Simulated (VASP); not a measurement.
# CuSn3 (I4/mmm) in VASP: a series of runs, part 2 of 2

VASP 6.6.1. The steps go on from the part before.

### 4 Single point, PBEsol

This run uses another cell than the first one, of 25.41 Å³/atom.

INCAR

```
SYSTEM = CuSn3
PREC = Accurate
ENCUT = 520
EDIFF = 1E-7
ISMEAR = -1
SIGMA = 0.05
LREAL = .False.
LASPH = .True.
NELM = 60
ALGO = Fast
ISIF = 2
LWAVE = .False.
LCHARG = .False.
GGA = PS
NBANDS = 34
```

KPOINTS

```
regular mesh
0
Gamma
  8 8 8
  0 0 0
```

POSCAR

```
CuSn3
1.0
   -2.2693787881      2.2693787881      4.9347995608
    2.2693787881     -2.2693787881      4.9347995608
    2.2693787881      2.2693787881     -4.9347995608
Sn Cu
3 1
Direct
    0.5000000000      0.5000000000      0.0000000000
    0.2500000000      0.7500000000      0.5000000000
    0.7500000000      0.2500000000      0.5000000000
    0.0000000000      0.0000000000      0.0000000000
```

Potentials or basis: VASP PAW PBE potentials, release 64 (Sn_d, Cu).

Launch:

```console
$ cat potpaw_PBE.64/Sn_d/POTCAR potpaw_PBE.64/Cu/POTCAR > POTCAR
$ mpirun -np 1 vasp_std > vasp.out
```

OUTCAR:

```text
SYSTEM = CuSn3
   PREC = Accurate
   ENCUT = 520
   EDIFF = 1E-7
   ISMEAR = -1
   LREAL = .False.
   LASPH = .True.
   NELM = 60
   ISIF = 2
   GGA = PS

 ion  position               nearest neighbor table
   1  0.500  0.500  0.000-   4 3.21   4 3.21   4 3.21   4 3.21   3 3.35   2 3.35   3 3.35   3 3.35
                             2 3.35   2 3.35   3 3.35   2 3.35
   2  0.250  0.750  0.500-   3 3.21   3 3.21   3 3.21   3 3.21   1 3.35   1 3.35   1 3.35   1 3.35

   3  0.750  0.250  0.500-   2 3.21   2 3.21   2 3.21   2 3.21   1 3.35   1 3.35   1 3.35   1 3.35

   4  0.000  0.000  0.000-   1 3.21   1 3.21   1 3.21   1 3.21

  LATTYP: Found a body centered tetragonal cell.
 ALAT       =     4.5387575762
 C/A-ratio  =     2.1745155928

  Lattice vectors:

 A1 = (  -2.2693787881,   2.2693787881,   4.9347995608)
 A2 = (   2.2693787881,  -2.2693787881,   4.9347995608)
 A3 = (   2.2693787881,   2.2693787881,  -4.9347995608)

Analysis of symmetry for initial positions (statically):
=====================================================================
 Subroutine PRICEL returns:
 Original cell was already a primitive cell.
[... 169 lines left out ...]
  ext. energy  EPLUGINS =         0.00000000
  ---------------------------------------------------
  free energy    TOTEN  =       -15.99761870 eV

  energy without entropy =      -15.98108134  energy(sigma->0) =      -15.98935002

 E-fermi :   6.8737     XC(G=0): -10.4180

 val. band max:        6.8731466866   @ k =   0.5000   0.0000   0.0000
 cond. band min:       6.8758789382   @ k =   0.3750   0.2500  -0.0000
 fundamental gap:      0.0027322516
 Fermi energy:         6.8737336273

 k-point     1 :       0.0000    0.0000    0.0000
  band No.  band energies     occupation
      1     -14.6102      2.00000
      2     -14.5130      2.00000
      3     -14.5074      2.00000
      4     -14.4653      2.00000
      5     -14.4653      2.00000
      6     -14.4644      2.00000
[... 877 lines left out ...]
     33      12.5258      0.00000
     34      13.3351      0.00000

 [... further k-points ...]
[... 5 lines left out ...]
  --------------------------------------------------------------------------------------
  -------------------------------------------------------------------------------------
  Total       -3.5184222     -3.5184222     -3.7162123      0.0000000     -0.0000000      0.0000000
  in kB      -55.4517236    -55.4517236    -58.5689728      0.0000000     -0.0000000      0.0000000
  external PRESSURE =     -56.4908067 kB  Pullay stress =       0.0000000 kB

 VOLUME and BASIS-vectors are now :
 -----------------------------------------------------------------------------
  energy-cutoff  :      520.00
  volume of cell :      101.66
      direct lattice vectors                 reciprocal lattice vectors
    -2.269378788  2.269378788  4.934799561     0.000000000  0.220324612  0.101321238
     2.269378788 -2.269378788  4.934799561     0.220324612  0.000000000  0.101321238
     2.269378788  2.269378788 -4.934799561     0.220324612  0.220324612  0.000000000

 POSITION                                       TOTAL-FORCE (eV/Angst)
 -----------------------------------------------------------------------------------
      0.00000      0.00000      4.93480         0.000000     -0.000000     -0.000000
      2.26938      0.00000      2.46740         0.000000     -0.000000      0.000000
      0.00000      2.26938      2.46740        -0.000000      0.000000     -0.000000
      0.00000      0.00000      0.00000         0.000000     -0.000000     -0.000000
 -----------------------------------------------------------------------------------
    total drift:                                0.000000     -0.000000      0.000000

  FREE ENERGIE OF THE ION-ELECTRON SYSTEM (eV)
  ---------------------------------------------------
  free  energy   TOTEN  =       -15.9976186988 eV

  energy  without entropy=      -15.9810813375  energy(sigma->0) =      -15.98935002
```

OSZICAR:

```text
N       E                     dE             d eps       ncg     rms          rms(c)
DAV:   1     0.502591970174E+03    0.50259E+03   -0.25794E+04  4060   0.242E+03
DAV:   2     0.532868951503E+02   -0.44931E+03   -0.44102E+03  4012   0.565E+02
[... 12 lines left out ...]
RMM:  15    -0.159976350658E+02   -0.17948E-04   -0.39899E-05  5658   0.484E-02    0.424E-02
RMM:  16    -0.159976187947E+02    0.16271E-04   -0.46681E-05  5655   0.524E-02    0.920E-03
RMM:  17    -0.159976191174E+02   -0.32277E-06   -0.70480E-06  5117   0.158E-02    0.612E-03
RMM:  18    -0.159976191490E+02   -0.31569E-07   -0.20582E-06  5047   0.799E-03    0.512E-03
RMM:  19    -0.159976188214E+02    0.32759E-06   -0.64496E-07  3890   0.746E-03    0.167E-03
RMM:  20    -0.159976186696E+02    0.15178E-06   -0.23779E-07  2916   0.436E-03    0.111E-03
RMM:  21    -0.159976186988E+02   -0.29176E-07   -0.82536E-08  2531   0.277E-03
   1 F= -.15997619E+02 E0= -.15989350E+02  d E =-.165374E-01
```

Wall time 5.9 min (1 thread of Intel Xeon 6975P-C (Granite Rapids), shared host); peak memory 0.43 GiB.

Results:

| Item | Value |
| --- | --- |
| Free energy | -15.9976 eV |
| Pressure | -5.6 GPa |
| Band gap on the k mesh | zero (an odd number of electrons rules out a gap without spin polarisation) |

Levels at points of the mesh, in eV from the Fermi level:
| k point | band 23 | band 24 | band 25 | band 26 | band 27 | band 28 | band 29 | band 30 |
| --- | --- | --- | --- | --- | --- | --- | --- | --- |
| (0.00, 0.00, 0.00) | -2.21 | -1.92 | -0.93 | -0.93 | -0.06 | -0.06 | 0.43 | 1.44 |
| (0.50, 0.00, 0.00) | -2.14 | -1.87 | -0.04 | -0.04 | 0.00 | 0.29 | 2.06 | 2.59 |
| (0.50, 0.50, 0.00) | -2.13 | -2.08 | -1.99 | -1.93 | 0.25 | 0.85 | 0.87 | 1.31 |
| (0.50, 0.50, 0.50) | -2.21 | -2.21 | -1.97 | -0.86 | 2.71 | 2.71 | 2.71 | 2.76 |

Caveat: the cell stands under tension; the PAW data sets were made with another functional, which shifts forces and pressure a little; spin-orbit coupling is left out, which moves the levels of the heavy elements.

### 5 Single point, PBEsol

This run uses another cell than the first one, of 25.90 Å³/atom.

INCAR

```
  PREC = Accurate
  ENCUT = 520
  EDIFF = 1E-7
  ISMEAR = -1
  SIGMA = 0.05
  LREAL = False
  LASPH = True
  NELM = 80
  ALGO = Fast
  ISIF = 2
  LWAVE = False
  LCHARG = False
  GGA = PS
  NBANDS = 34
```

KPOINTS

```
Automatic mesh
0
Gamma
  8 8 8
```

POSCAR

```
CuSn3
1.0
   -2.2838338198      2.2838338198      4.9662322526
    2.2838338198     -2.2838338198      4.9662322526
    2.2838338198      2.2838338198     -4.9662322526
Sn Cu
3 1
Direct
    0.5000000000      0.5000000000      0.0000000000
    0.2500000000      0.7500000000      0.5000000000
    0.7500000000      0.2500000000      0.5000000000
    0.0000000000      0.0000000000      0.0000000000
```

Launch:

```console
$ cat potpaw_PBE.64/Sn_d/POTCAR potpaw_PBE.64/Cu/POTCAR > POTCAR
$ mpirun -np 1 vasp_std > vasp.out
```

Run time: 5.3 min. Hardware: 1 thread of Intel Xeon 6975P-C (Granite Rapids), shared host; peak memory 0.42 GiB.

Results (log left out):

```yaml
Free_energy: -15.9256 eV
Pressure: -6.3 GPa
Band_gap_on_the_k_mesh: zero (an odd number of electrons rules out a gap without spin polarisation)
```

Stress tensor (GPa, compression positive):
```
-6.19  0.00  0.00
 0.00 -6.19  0.00
 0.00  0.00 -6.48
```

Levels at points of the mesh, in eV from the Fermi level:
```
           k point  band 24  band 25  band 26  band 27  band 28  band 29
(0.00, 0.00, 0.00)    -1.89    -0.91    -0.91    -0.03    -0.03     0.41
(0.50, 0.00, 0.00)    -1.84    -0.04    -0.03    -0.02     0.31     2.02
(0.50, 0.50, 0.00)    -2.04    -1.96    -1.89     0.24     0.83     0.88
(0.50, 0.50, 0.50)    -2.16    -1.94    -0.87     2.66     2.68     2.68
```

Caveat: the cell stands under tension; the PAW data sets were made with another functional, which shifts forces and pressure a little; spin-orbit coupling is left out, which moves the levels of the heavy elements.

### 6 Overview

| cell | further INCAR settings | gap on the mesh (eV) | pressure (GPa) |
| --- | --- | --- | --- |
| a = 5.810 Å, angles 134.6, 134.6, 66.1°, 4 atoms | ALGO = Fast; EDIFF = 1e-06; NBANDS = 34 | none | -4.2 |
| a = 5.849 Å, angles 134.6, 134.6, 66.1°, 4 atoms | ALGO = Fast; EDIFF = 1e-06; NBANDS = 34 | none | -5.0 |
| a = 5.887 Å, angles 134.6, 134.6, 66.1°, 4 atoms | ALGO = Fast; EDIFF = 1e-07; NBANDS = 34 | none | -5.6 |
| a = 5.924 Å, angles 134.6, 134.6, 66.1°, 4 atoms | ALGO = Fast; EDIFF = 1e-07; NBANDS = 34 | none | -6.3 |

Alike in all rows: task single point; level PBEsol; potentials or basis VASP PAW PBE potentials, release 64 (Sn_d, Cu); no spin polarisation; k mesh 8 × 8 × 8; cutoff (eV) 520; smearing fermi-dirac 0.05 eV.

Caveats: the cell stands under tension; the PAW data sets were made with another functional, which shifts forces and pressure a little; spin-orbit coupling is left out, which moves the levels of the heavy elements.

Total energies depend on the potentials used, so only differences within one code and one set of settings carry meaning.

The gap in the log of VASP goes by the Fermi energy; the results here count the filled bands.